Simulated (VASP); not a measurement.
**Ge: relaxation of cell and atoms with PBEsol**

Crystal: Ge.

```
Ge
1.0
    -1.65994    1.65994    1.65994
     1.65994   -1.65994    1.65994
     1.65994    1.65994   -1.65994
Ge
1
Direct
  0.00000 0.00000 0.00000
```

| Item | Value |
| --- | --- |
| Program | VASP 6.6.1 |
| Task | relaxation of cell and atoms |
| Functional | PBEsol |
| Potentials or basis | VASP PAW PBE potentials, release 64 (Ge_d) |
| Cutoff | 600 eV |
| k mesh | 24 × 24 × 24 |
| Occupations | gaussian, width 0.1 eV |
| Spin | no spin polarisation |
| Dipole correction | no |
| Further INCAR settings | ALGO = Normal; EDIFF = 1e-07; IBRION = 2; EDIFFG = -0.01; NSW = 100; ISIF = 3 |

| Item | Value |
| --- | --- |
| Pressure after relaxing | 0.1 GPa |
| Band gap on the k mesh | zero (band 7 reaches 16.45 eV, above the bottom of band 8 at 3.83 eV) |

Final structure:
```
CELL_PARAMETERS angstrom
-1.65994 1.65994 1.65994
1.65994 -1.65994 1.65994
1.65994 1.65994 -1.65994
ATOMIC_POSITIONS crystal
Ge 0.00000 0.00000 0.00000
```

Levels at points of the mesh, in eV from the Fermi level:
| k point | band 4 | band 5 | band 6 | band 7 | band 8 | band 9 | band 10 | band 11 |
| --- | --- | --- | --- | --- | --- | --- | --- | --- |
| (0.00, 0.00, 0.00) | -24.56 | -24.56 | -13.41 | 9.49 | 9.49 | 9.49 | 15.22 | 15.22 |
| (0.50, 0.00, 0.00) | -24.56 | -24.50 | -7.49 | -5.49 | 4.52 | 6.90 | 9.70 | 9.82 |
| (0.50, 0.50, 0.50) | -24.52 | -24.52 | -2.39 | -0.48 | -0.48 | -0.48 | 4.36 | 4.36 |

Wall time 24 s on 1 thread of Intel(R) Xeon(R) 6975P-C (Granite Rapids), on a shared host, peak memory 0.22 GiB.

Caveat: the relaxation stopped at its first step, so nothing moved; the PAW data sets were made with another functional, which shifts forces and pressure a little.
